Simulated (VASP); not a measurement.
Na, 3 atoms in the cell. It takes space group P6/mmm (No. 191, hexagonal). The conventional cell has a = 5.973 Å, b = 5.973 Å, c = 3.661 Å, α = 90.00°, β = 90.00°, γ = 120.00°. Within 4.8 Å of Na (site symmetry 6/mmm) lie 14 Na at 3.66 to 3.90 Å. Na (site symmetry -6m2) has 11 Na at 3.45 to 3.90 Å within 4.5 Å. 

| Item | Value |
| --- | --- |
| Program | VASP 6.6.1 |
| Task | relaxation of cell and atoms |
| Functional | LDA |
| Potentials or basis | VASP PAW LDA potentials, release 64 (Na_pv) |
| Cutoff | 600 eV |
| k mesh | 6 × 6 × 9 |
| Occupations | fermi-dirac, width 0.1 eV |
| Spin | no spin polarisation |
| Dipole correction | no |
| Further INCAR settings | ALGO = Normal; EDIFF = 1e-06; IBRION = 2; EDIFFG = -0.01; NSW = 80; ISIF = 3 |

Potentials or basis: VASP PAW LDA potentials, release 64 (Na_pv).

Run with:

```sh
$ cat potpaw_LDA.64/Na_pv/POTCAR > POTCAR
$ mpirun -np 1 vasp_std > vasp.out
```

Hardware: 1 thread of AMD EPYC 7R13, on a shared host.

Question: Estimate the wall time of this run.

Answer: Wall time 5.4 min on 1 thread of AMD EPYC 7R13, with other jobs on the host, peak memory 0.19 GiB. Counts: scf iterations 55, k points 35, ion steps 9.
